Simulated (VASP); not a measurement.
# SiSnTeSe3 (P-6m2) in VASP: notebook

Runs on SiSnTeSe3. Level: PBE. Tasks: relaxation of cell and atoms, single point.

Program: VASP 6.6.1. These are calculated values, not measurements. Logs are shortened: lines on timing, memory, paths and dates and some standing lists are left out, and cuts for length are marked.

## (1) The cell of the first run

Symmetry: P-6m2, No. 187, hexagonal system. Conventional cell: a = 6.398 Å, b = 6.398 Å, c = 4.456 Å, α = 90.00°, β = 90.00°, γ = 120.00°. Si (site symmetry -6m2) has 2 Te at 2.23 Å within 2.9 Å. Sn (site symmetry -6m2) has 3 Se at 2.36 Å within 3.1 Å. Within 2.9 Å of Te (site symmetry -6m2) lie 2 Si at 2.23 Å. Se (site symmetry mm2) has 2 Se at 2.31 Å and 1 Sn at 2.36 Å within 3.1 Å.

The cell was generated, and may not be a known phase.

## (2) Relaxation of cell and atoms, PBE

INCAR

```
ALGO     = Normal         # electronic algorithm
EDIFF    = 1E-6           # SCF threshold, eV
EDIFFG   = -0.04          # ionic threshold
ENCUT    = 600            # plane-wave cutoff, eV
GGA      = PE             # functional
IBRION   = 2              # ionic algorithm
ISIF     = 3              # what is computed and relaxed
ISMEAR   = 0              # smearing method
LASPH    = True           # aspherical terms in the spheres
LCHARG   = False          # write CHGCAR
LREAL    = False          # projectors in reciprocal space
LWAVE    = False          # write WAVECAR
NELM     = 100            # most SCF steps
NSW      = 90             # ionic steps
PREC     = Accurate       # precision mode
SIGMA    = 0.1            # smearing width, eV
```

KPOINTS

```
k-points
0
Gamma
  3 3 4
```

POSCAR

```
SiSnTeSe3
1.0
    6.3982115600      0.0000000000      0.0000000000
   -3.1991057800      5.5410137500      0.0000000000
    0.0000000000      0.0000000000      4.4558149200
Si Sn Te Se
1 1 1 3
Direct
    0.0000000000      0.0000000000      0.0000000000
    0.3333333300      0.6666666700      0.5000000000
    0.0000000000      0.0000000000      0.5000000000
    0.5463608100      0.4536391900      0.5000000000
    0.5463608100      0.0927216200      0.5000000000
    0.9072783800      0.4536391900      0.5000000000
```

Potentials or basis: VASP PAW PBE potentials, release 64 (Si, Sn_d, Te, Se).

Command:

```
$ cat potpaw_PBE.64/Si/POTCAR potpaw_PBE.64/Sn_d/POTCAR potpaw_PBE.64/Te/POTCAR potpaw_PBE.64/Se/POTCAR > POTCAR
$ mpirun -np 1 vasp_std > vasp.out
```

OUTCAR:

```text
EDIFF = 1E-6
   EDIFFG = -0.04
   ENCUT = 600
   GGA = PE
   IBRION = 2
   ISIF = 3
   ISMEAR = 0
   LASPH = True
   LREAL = False
   NELM = 100
   NSW = 90
   PREC = Accurate

 ion  position               nearest neighbor table
   1  0.000  0.000  0.000-   3 2.23   3 2.23
   2  0.333  0.667  0.500-   6 2.36   5 2.36   4 2.36   3 3.69   3 3.69   3 3.69
   3  0.000  0.000  0.500-   1 2.23   1 2.23   2 3.69   2 3.69   2 3.69
   4  0.546  0.454  0.500-   6 2.31   5 2.31   2 2.36
   5  0.546  0.093  0.500-   4 2.31   6 2.31   2 2.36
   6  0.907  0.454  0.500-   4 2.31   5 2.31   2 2.36

  LATTYP: Found a hexagonal cell.
 ALAT       =     6.3982115600
 C/A-ratio  =     0.6964156903

  Lattice vectors:

 A1 = (   6.3982115600,   0.0000000000,   0.0000000000)
 A2 = (  -3.1991057800,   5.5410137500,   0.0000000000)
 A3 = (   0.0000000000,   0.0000000000,   4.4558149200)

Analysis of symmetry for initial positions (statically):
=====================================================================
 Subroutine PRICEL returns:
 Original cell was already a primitive cell.

 Routine SETGRP: Setting up the symmetry group for a
 hexagonal supercell.

 Subroutine GETGRP returns: Found 12 space group operations
 (whereof 12 operations were pure point group operations)
 out of a pool of 24 trial point group operations.

The static configuration has the point symmetry D_3h.

Analysis of symmetry for dynamics (positions and initial velocities):
=====================================================================
 Subroutine PRICEL returns:
 Original cell was already a primitive cell.

 Routine SETGRP: Setting up the symmetry group for a
 hexagonal supercell.

 Subroutine GETGRP returns: Found 12 space group operations
 (whereof 12 operations were pure point group operations)
 out of a pool of 24 trial point group operations.

The dynamic configuration has the point symmetry D_3h.

 Subroutine INISYM returns: Found 12 space group operations
 (whereof 12 operations are pure point group operations),
 and found     1 'primitive' translations

----------------------------------------------------------------------------------------

                                     Primitive cell

  volume of cell :     157.9701

  direct lattice vectors                    reciprocal lattice vectors
     6.398211560  0.000000000  0.000000000     0.156293675  0.090236195  0.000000000
    -3.199105780  5.541013750  0.000000000     0.000000000  0.180472391  0.000000000
     0.000000000  0.000000000  4.455814920     0.000000000  0.000000000  0.224425839

  length of vectors
     6.398211560  6.398211560  4.455814920     0.180472391  0.180472391  0.224425839

  position of ions in fractional coordinates (direct lattice)
     0.000000000  0.000000000  0.000000000
     0.333333330  0.666666670  0.500000000
     0.000000000  0.000000000  0.500000000
     0.546360810  0.453639190  0.500000000
     0.546360810  0.092721620  0.500000000
     0.907278380  0.453639190  0.500000000

  ion indices of the primitive-cell ions
   primitive index   ion index
                 1           1
                 2           2
                 3           3
                 4           4
                 5           5
                 6           6

----------------------------------------------------------------------------------------

 KPOINTS: k-points

Automatic generation of k-mesh.
 Grid dimensions read from file:
 generate k-points for:    3    3    4

 Generating k-lattice:

  Cartesian coordinates                     Fractional coordinates (reciprocal lattice)
     0.052097892  0.030078732  0.000000000     0.333333333  0.000000000  0.000000000
     0.000000000  0.060157464  0.000000000     0.000000000  0.333333333  0.000000000
     0.000000000  0.000000000  0.056106460     0.000000000  0.000000000  0.250000000

  Length of vectors
     0.060157464  0.060157464  0.056106460

  Shift w.r.t. Gamma in fractional coordinates (k-lattice)
     0.000000000  0.000000000  0.000000000

 Subroutine IBZKPT returns following result:
 ===========================================

 Found      9 irreducible k-points:

 Following reciprocal coordinates:
            Coordinates               Weight
  0.000000  0.000000  0.000000      1.000000
  0.333333  0.000000  0.000000      6.000000
  0.333333  0.333333  0.000000      2.000000
  0.000000  0.000000  0.250000      2.000000
  0.333333  0.000000  0.250000     12.000000
  0.333333  0.333333  0.250000      4.000000
  0.000000  0.000000  0.500000      1.000000
  0.333333  0.000000  0.500000      6.000000
  0.333333  0.333333  0.500000      2.000000
   k-points           NKPTS =      9   k-points in BZ     NKDIM =      9   number of bands    NBANDS=     25
   number of dos      NEDOS =    301   number of ions     NIONS =      6
   total plane-waves  NPLWV = 104976
   dimension x,y,z NGX =    54 NGY =   54 NGZ =   36
   dimension x,y,z NGXF=   108 NGYF=  108 NGZF=   72
   ions per type =               1   1   1   3
   NGX,Y,Z   is equivalent  to a cutoff of  14.03, 14.03, 13.43 a.u.
   NGXF,Y,Z  is equivalent  to a cutoff of  28.06, 28.06, 26.86 a.u.
 SYSTEM =  unknown system
   PREC   = accura    normal or accurate (medium, high low for compatibility)
   ISTART =      0    job   : 0-new  1-cont  2-samecut
   ICHARG =      2    charge: 1-file 2-atom 10-const
   ISPIN  =      1    spin polarized calculation?
   LNONCOLLINEAR =      F non collinear calculations
   LSORBIT =      F    spin-orbit coupling
   LASPH  =      T    aspherical Exc in radial PAW
   ENCUT  =  600.0 eV  44.10 Ry    6.64 a.u.  12.78 12.78  8.90*2*pi/ulx,y,z
   NELM   =    100;   NELMIN=  2; NELMDL= -5     # of ELM steps
   EDIFF  = 0.1E-05   stopping-criterion for ELM
   LREAL  =      F    real-space projection
   EDIFFG = -.4E-01   stopping-criterion for IOM
   NSW    =     90    number of steps for IOM
   IBRION =      2    ionic relax: 0-MD 1-quasi-New 2-CG
   NFREE  =      1    steps in history (QN), initial steepest desc. (CG)
   ISIF   =      3    stress and relaxation
   ISYM   =      2    0-nonsym 1-usesym 2-fastsym
   POTIM  = 0.5000    time-step for ionic-motion
   TEBEG  =    0.0;   TEEND  =   0.0 temperature during run
   PSTRESS=    0.0 pullay stress
   NELECT =      42.0000    total number of electrons
   NUPDOWN=      -1.0000    fix difference up-down
   EMIN   =  10.00;   EMAX   =-10.00  energy-range for DOS
   EFERMI =   0.00;   METHOD = LEGACY
   ISMEAR =     0;   SIGMA  =   0.10  broadening in eV -4-tet -1-fermi 0-gaus
   EFERMI_NEDOS =   21; number of points for ismear=-14 and -15
   IALGO  =     38    algorithm
   IMIX   =      4    mixing-type and parameters
     AMIX     =   0.40;   BMIX     =  1.00
     AMIX_MAG =   1.60;   BMIX_MAG =  1.00
  volume/ion in A,a.u.               =      26.33       177.67
  Fermi-wavevector in a.u.,A,eV,Ry     =   1.052688  1.989292 15.077319  1.108152
  Thomas-Fermi vector in A             =   2.187780
   LORBIT       =      0    0 simple, 1 ext, 2 COOP (PROOUT), +10 PAW based schemes
   GGA     = PE    functional components
   LHFCALC =     F    Hartree Fock is set to
   AEXX    =    0.0000 exact exchange contribution
   IVDW    =     0    specifies the selected vdW correction
   LEPSILON=     F    determine dielectric tensor
   LRPA    =     F    only Hartree local field effects (RPA)
 conjugate gradient relaxation of ions
 non-spin polarized calculation
 Gauss-broadening in eV      SIGMA  =   0.10
  energy-cutoff  :      600.00
  volume of cell :      157.97
 maximum number of plane-waves:      5298
 NGX is ok and might be reduce to    54
   NGX = 25   NGY = 25   NGZ = 17

--------------------------------------- Ionic step        1  -------------------------------------------

 number of electron      41.9999998 magnetization

 Free energy of the ion-electron system (eV)
  ---------------------------------------------------
  ext. energy  EPLUGINS =         0.00000000
  ---------------------------------------------------
  free energy    TOTEN  =       -14.31599178 eV

  energy without entropy =      -14.28391624  energy(sigma->0) =      -14.29995401

 E-fermi :   5.1728     XC(G=0):  -9.1131

 val. band max:        5.1400709905   @ k =   0.3333   0.0000   0.5000
 cond. band min:       5.4221946902   @ k =   0.3333   0.0000   0.5000
 fundamental gap:      0.2821236997
 Fermi energy:         5.1728257983

 k-point     1 :       0.0000    0.0000    0.0000
  band No.  band energies     occupation
      1     -17.0112      2.00000
      2     -17.0112      2.00000
      3     -16.9699      2.00000
      4     -16.8504      2.00000
      5     -16.8504      2.00000
      6     -12.0695      2.00000
[... 17 lines left out ...]
     24       6.5789      0.00000
     25       8.2972      0.00000
[... 524 lines left out ...]
 POSITION                                       TOTAL-FORCE (eV/Angst)
 -----------------------------------------------------------------------------------
      0.00000      0.00000      0.00000        -0.000000      0.000000      0.000000
     -0.00000      4.19947      2.55259        -0.000000      0.000000      0.000000
      0.00000      0.00000      2.55259        -0.000000      0.000000      0.000000
      2.21618      2.91996      2.55259        -0.025068      0.014473     -0.000000
      3.63685      0.45929      2.55259        -0.000000     -0.028945      0.000000
      5.05752      2.91996      2.55259         0.025068      0.014473     -0.000000
 -----------------------------------------------------------------------------------
    total drift:                                0.000019     -0.000011     -0.000000

  FREE ENERGIE OF THE ION-ELECTRON SYSTEM (eV)
  ---------------------------------------------------
  free  energy   TOTEN  =       -19.3809482848 eV

  energy  without entropy=      -19.3588785499  energy(sigma->0) =      -19.36991342

--------------------------------------- Ionic step        9  -------------------------------------------

 number of electron      42.0000000 magnetization

 Free energy of the ion-electron system (eV)
  ---------------------------------------------------
  ext. energy  EPLUGINS =         0.00000000
  ---------------------------------------------------
  free energy    TOTEN  =       -19.38228547 eV

  energy without entropy =      -19.36011737  energy(sigma->0) =      -19.37120142

 E-fermi :   1.5499     XC(G=0):  -7.4616

 val. band max:        1.5051933369   @ k =   0.3333   0.3333   0.5000
 cond. band min:       1.5762139098   @ k =   0.3333   0.0000   0.5000
 fundamental gap:      0.0710205730
 Fermi energy:         1.5498917885

 k-point     1 :       0.0000    0.0000    0.0000
  band No.  band energies     occupation
      1     -20.0578      2.00000
      2     -19.9702      2.00000
      3     -19.9702      2.00000
      4     -19.9234      2.00000
      5     -19.9234      2.00000
      6     -11.9165      2.00000
[... 17 lines left out ...]
     24       3.3927      0.00000
     25       3.5739      0.00000
[... 244 lines left out ...]
 POSITION                                       TOTAL-FORCE (eV/Angst)
 -----------------------------------------------------------------------------------
      0.00000      0.00000      0.00000         0.000000      0.000000     -0.000000
     -0.00000      4.21288      2.55321         0.000000      0.000000     -0.000000
      0.00000      0.00000      2.55321         0.000000      0.000000     -0.000000
      2.21895      2.93177      2.55321        -0.012516      0.007226     -0.000000
      3.64846      0.45578      2.55321         0.000000     -0.014452      0.000000
      5.07797      2.93177      2.55321         0.012516      0.007226     -0.000000
 -----------------------------------------------------------------------------------
    total drift:                                0.000020     -0.000011     -0.000000

  FREE ENERGIE OF THE ION-ELECTRON SYSTEM (eV)
  ---------------------------------------------------
  free  energy   TOTEN  =       -19.3822854673 eV

  energy  without entropy=      -19.3601173671  energy(sigma->0) =      -19.37120142

 reached required accuracy - stopping structural energy minimisation
```

Run time: 11 min. Hardware: 1 thread of Oxide Virtual Turin-like, shared host; peak memory 0.32 GiB.

What came out:

| Item | Value |
| --- | --- |
| Free energy | -19.3823 eV |
| Relaxed volume | 39.24 Å³/atom |
| Relaxed cell | a = 7.297 Å, b = 7.297 Å, c = 5.106 Å, α = 90.00°, β = 90.00°, γ = 120.00° |
| Space group after relaxing (to 0.1 Å) | P-6m2 (No. 187) |
| Energy gained by relaxing | 844.4 meV/atom |
| Ionic steps | 9 |
| Pressure after relaxing | 0.0 GPa |
| Largest force after relaxing | 0.014 eV/Å |
| Band gap on the k mesh | zero (bands 21 and 22 overlap by 0.41 eV) |

Forces on the atoms (eV/Å):
```
Si   0.000  0.000  0.000
Sn   0.000  0.000  0.000
Te   0.000  0.000  0.000
Se  -0.013  0.007  0.000
Se   0.000 -0.014  0.000
Se   0.013  0.007  0.000
```

Stress tensor (GPa, compression positive):
```
-0.03  0.00  0.00
 0.00 -0.03  0.00
 0.00  0.00  0.05
```

Step by step:
```tsv
step	energy change (eV)	largest force (eV/Å)	pressure (GPa)	volume (Å³)
1	0.0000	2.2850	28.61	157.97
2	-4.1718	0.3165	-4.02	291.64
3	-5.0269	0.2888	0.21	232.95
4	-5.0286	0.2800	-0.15	235.68
5	-5.0570	0.1997	-0.12	235.64
6	-5.0580	0.1773	-0.10	235.62
7	-5.0629	0.1079	0.03	234.80
8	-5.0650	0.0289	0.19	233.91
9	-5.0663	0.0145	-0.01	235.47
```

Final structure:
```cif
data_structure
_symmetry_space_group_name_H-M 'P 1'
_symmetry_Int_Tables_number 1
_cell_length_a 7.2969
_cell_length_b 7.2969
_cell_length_c 5.1064
_cell_angle_alpha 90.000
_cell_angle_beta 90.000
_cell_angle_gamma 120.000
_cell_volume 235.47
loop_
_atom_site_label
_atom_site_type_symbol
_atom_site_fract_x
_atom_site_fract_y
_atom_site_fract_z
_atom_site_occupancy
Si1 Si 0.00000 0.00000 0.00000 1
Sn1 Sn 0.33333 0.66667 0.50000 1
Te1 Te 0.00000 0.00000 0.50000 1
Se1 Se 0.53606 0.46394 0.50000 1
Se2 Se 0.53606 0.07213 0.50000 1
Se3 Se 0.92787 0.46394 0.50000 1
```

Levels at points of the mesh, in eV from the Fermi level:
```
           k point  band 17  band 18  band 19  band 20  band 21  band 22  band 23  band 24  band 25
(0.00, 0.00, 0.00)    -1.68    -0.62    -0.60    -0.60     0.15     0.15     0.20     1.84     2.02
(0.00, 0.00, 0.50)    -0.96    -0.96    -0.52    -0.23    -0.23     0.23     0.54     0.54     0.89
```

Caveat: the k points lie up to 0.33 Å⁻¹ apart in the final cell; the volume moved by over 15 % at a fixed basis, so the end points are rough; semilocal functionals underestimate gaps, and a narrow one can read as zero; spin-orbit coupling is left out, which moves the levels of the heavy elements.

## (3) Single point, PBE

This run uses another cell than the first one, of 40.38 Å³/atom.

INCAR

```
PREC = Accurate
ENCUT = 520
EDIFF = 1E-7
ISMEAR = 0
SIGMA = 0.1
LREAL = F
LASPH = T
NELM = 80
ALGO = Fast
ISIF = 2
LWAVE = F
LCHARG = T
GGA = PE
LELF = T
LVHAR = T
NBANDS = 30
```

KPOINTS

```
Automatic mesh
0
Gamma
  6 6 8
```

POSCAR

```
SiSnTeSe3
1.0
    7.2923746992      0.0000000000      0.0000000000
   -3.6461873496      6.3153817434      0.0000000000
    0.0000000000      0.0000000000      5.2605487815
Si Sn Te Se
1 1 1 3
Direct
    0.0000000000      0.0000000000      0.0000000000
    0.3333333333      0.6666666667      0.5000000000
    0.0000000000      0.0000000000      0.5000000000
    0.5346345661      0.4653654339      0.5000000000
    0.5346345661      0.0692691322      0.5000000000
    0.9307308678      0.4653654339      0.5000000000
```

Potentials or basis: VASP PAW PBE potentials, release 64 (Si, Sn_d, Te, Se).

Command:

```
$ cat potpaw_PBE.64/Si/POTCAR potpaw_PBE.64/Sn_d/POTCAR potpaw_PBE.64/Te/POTCAR potpaw_PBE.64/Se/POTCAR > POTCAR
$ mpirun -np 1 vasp_std > vasp.out
```

It took 9.9 min on 1 thread of Oxide Virtual Turin-like, shared host; peak memory 0.48 GiB.

It converged, with:

```
Free energy            : -19.2110 eV
Pressure               : 0.0 GPa
Largest force          : 0.004 eV/Å
Band gap on the k mesh : zero (bands 21 and 22 overlap by 0.43 eV)
```

Forces in eV/Å, atoms in the order of the input:
```
Si   0.000  0.000  0.000
Sn   0.000  0.000  0.000
Te   0.000  0.000  0.000
Se   0.003 -0.002  0.000
Se   0.000  0.004  0.000
Se  -0.003 -0.002  0.000
```

Levels at points of the mesh, in eV from the Fermi level:
```tsv
k point	band 18	band 19	band 20	band 21	band 22	band 23	band 24	band 25
(0.00, 0.00, 0.00)	-0.59	-0.59	-0.40	0.24	0.24	0.24	1.85	1.93
(0.50, 0.00, 0.00)	-1.88	-1.26	-0.61	-0.29	0.13	1.51	1.85	2.10
(0.00, 0.00, 0.50)	-0.88	-0.32	-0.09	-0.09	0.26	0.68	0.68	1.05
(0.50, 0.00, 0.50)	-1.53	-1.07	-0.03	0.21	0.31	0.41	1.26	1.85
```

Caveat: semilocal functionals underestimate gaps, and a narrow one can read as zero; spin-orbit coupling is left out, which moves the levels of the heavy elements.

(Continued in part 2 of 2.)

The gap in the log of VASP goes by the Fermi energy; the results here count the filled bands.